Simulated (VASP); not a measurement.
Here is a VASP 6.6.1 calculation.

Contents of INCAR:

```
  ALGO = Normal
  EDIFF = 1E-6
  ENCUT = 520
  GGA = RP
  ISIF = 2
  ISMEAR = -1
  IVDW = 12
  LASPH = T
  LCHARG = F
  LREAL = F
  LWAVE = F
  NBANDS = 19
  NELM = 60
  PREC = Accurate
  SIGMA = 0.05
```

The input KPOINTS:

```
k-points
0
Gamma
  9 9 5
```

Contents of POSCAR:

```
Zr
1.0
    2.8950600560      0.0000000000      0.0000000000
   -1.4475300280      2.5071955540      0.0000000000
    0.0000000000      0.0000000000      4.8026620239
Zr
2
Direct
    0.6666666667      0.3333333333      0.7500000000
    0.3333333333      0.6666666667      0.2500000000
```

Potentials or basis: VASP PAW PBE potentials, release 64 (Zr_sv).

Command:

```console
$ cat potpaw_PBE.64/Zr_sv/POTCAR > POTCAR
$ mpirun -np 1 vasp_std > vasp.out
```

Estimate the dispersion energy per atom.

-5.005 eV.

Predict the band gap on the k mesh.

zero (bands 12 and 13 overlap by 1.26 eV).

Estimate the pressure.

0.0 GPa.

Stress tensor (GPa, compression positive):
```
 0.03  0.00  0.00
 0.00  0.03  0.00
 0.00  0.00 -0.06
```

Caveat: the PAW data sets were made with another functional, which shifts forces and pressure a little.
